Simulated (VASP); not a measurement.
Input of a VASP 6.6.1 run:

File INCAR:

```
SYSTEM = H4CO
PREC = Accurate
ENCUT = 1000
EDIFF = 1E-6
ISMEAR = -1
SIGMA = 0.02
LREAL = Auto
LASPH = .True.
NELM = 120
ALGO = Normal
ISIF = 2
LWAVE = .False.
LCHARG = .False.
GGA = PE
IVDW = 12
NBANDS = 66
GGA_COMPAT = .False.
```

Contents of KPOINTS:

```
regular mesh
0
Gamma
  1 1 1
  0 0 0
```

Contents of POSCAR:

```
H4CO
1.0
    7.5874210000      0.0000000000      0.0000000000
    0.0000000000      7.5874210000      0.0000000000
    0.0000000000      0.0000000000      7.5874210000
H O C
24 6 6
Direct
    0.4146336417      0.3101317299      0.3771769090
    0.5055472736      0.3417234921      0.3841094359
   -0.0621555071      0.6705967680      0.5445592119
   -0.0717766946      0.7174638128      0.4693953321
    0.1535831477      0.3811044622      0.5323943406
    0.1006138977      0.4649669499      0.5641310796
    0.5746748467      0.6240592159      0.4318727009
    0.6677104117      0.6377133943      0.4712932102
    0.2024666880      1.1342852861      0.3774536829
    0.1593822196      1.0542449140      0.4143041489
    0.3007609569      0.6718883795      0.6342207715
    0.3468503988      0.7545383339      0.6283558010
    0.7482779722      0.9425337015      1.1809019165
    0.6810482771      0.7618662521      1.0667392781
    0.8396660736      0.0445210566      0.6217659466
    0.8024597554      0.2001602389      0.4333620080
   -0.0961327966      0.4728615955      1.0453222511
   -0.0890025741      0.2397784438      0.9779607590
    0.2014254910      0.9084773337      0.2122592117
    0.1528450840      0.6775029355      0.2961744182
    0.6705572289      0.5468524812      0.8644043872
    0.5102524296      0.3751735932      0.8063873087
    0.3490645899     -0.0099375005      0.7526536355
    0.3062041766     -0.0374040138      0.9900070129
    0.8427237661      0.9203786109      0.9354166587
    0.6269323924     -0.0086458890      0.4666803121
   -0.0334501012      0.3034759769      1.2283356888
    0.3781522074      0.7205215053      0.1352501726
    0.7496882010      0.3561948124      0.6911175747
    0.2435346609      0.2016759054      0.8815248291
    0.7514938212      0.8756203195      1.0506204941
    0.7516124385      0.0821886646      0.5113199861
   -0.0661357792      0.3412094834      1.0819618418
    0.2436664579      0.7651348199      0.2167666721
    0.6439342169      0.4251905885      0.7951318373
    0.3053606753      0.0520862095      0.8751326702
```

Potentials or basis: VASP PAW PBE potentials, release 64 (H_h, O_h, C_h).

The run is started by

```bash
$ cat potpaw_PBE.64/H_h/POTCAR potpaw_PBE.64/O_h/POTCAR potpaw_PBE.64/C_h/POTCAR > POTCAR
$ mpirun -np 1 vasp_gam > vasp.out
```

(1) Predict the dispersion energy per atom.

(2) Estimate the pressure.

(3) Estimate the largest force.

Results:

(1) -0.036 eV.

(2) 2.1 GPa.

(3) 4.584 eV/Å.

Caveat: the k points lie up to 0.83 Å⁻¹ apart; the atoms stand as in a frame of molecular dynamics.
